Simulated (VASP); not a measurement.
Si2Ni:

```
Ni Si
1.0
     0.00000    2.66647    2.66647
     2.66647    0.00000    2.66647
     2.66647    2.66647    0.00000
Ni Si
1 2
Cartesian
  0.0000 0.0000 0.0000
  3.9997 3.9997 3.9997
  1.3332 1.3332 1.3332
```

Base run:

| Item | Value |
| --- | --- |
| Program | VASP 6.6.1 |
| Functional | r2SCAN |
| Potentials or basis | VASP PAW PBE potentials, release 64 (Ni, Si) |
| Cutoff | 520 eV |
| k mesh | 9 × 9 × 9 |
| Occupations | fermi-dirac, width 0.05 eV |
| Spin | collinear spin, ferromagnetic start |
| Starting moments | [1.0, 0.0, 0.0] μB |

Its results: band gap on the k mesh zero (filled and empty bands overlap); pressure 4.9 GPa; net moment 0.00 μB per cell.

Q: The run is repeated on the same cell with these changes: functional from r2SCAN to PBEsol; further incar settings from ALGO = Normal; EDIFF = 1e-06; NBANDS = 20 to ALGO = Normal; EDIFF = 1e-07; NBANDS = 20. What comes out?

A: Band gap on the k mesh zero (filled and empty bands overlap); pressure 5.9 GPa; net moment 0.00 μB per cell.

Caveats: the PAW data sets were made with another functional, which shifts forces and pressure a little.
